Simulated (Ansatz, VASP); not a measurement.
**Two plane-wave programs on HfZrTe4**

```
Zr Hf Te
1.0
     3.97253    0.00000    0.00000
    -1.98627    3.44031    0.00000
     0.00000    0.00000   14.25229
Zr Hf Te
1 1 4
Direct
  0.00000 0.00000 0.00000
  0.00000 0.00000 0.50000
  0.33333 0.66667 0.12638
  0.33333 0.66667 0.62446
  0.66667 0.33333 0.37554
  0.66667 0.33333 0.87362
```

Alike in both runs: functional PBE; k mesh 12 × 12 × 4; occupations gaussian, width 0.1 eV; no spin polarisation.

Ansatz relaxed the structure, and its values are those at the end. VASP's run is a single point on that final structure, the one shown.

```csv
,VASP,Ansatz
version,VASP 6.6.1,Ansatz 0.2.0
potentials or method,"VASP PAW PBE potentials, release 64 (Zr_sv, Hf_pv, Te), cutoff 520 eV","scalar-relativistic, plane waves, PAW"
valence electrons in the cell,46,102
```

```tsv
	VASP	Ansatz	Ansatz less VASP
gap on the k mesh at the Fermi level (eV)	none	none	-
pressure (GPa)	-0.1	0.0	+0.08
rms of the force components (eV/Å)	0.009	0.002	-0.0077
```

A gap of «none» marks a metal or a gap that the smearing closes. With one functional, cell and mesh, what is left measures potentials, basis and numerics. VASP's potentials hold 46 valence electrons a cell and Ansatz's 102, so a difference there can come from the potentials and not from the codes.

Neither program's run includes spin-orbit coupling.
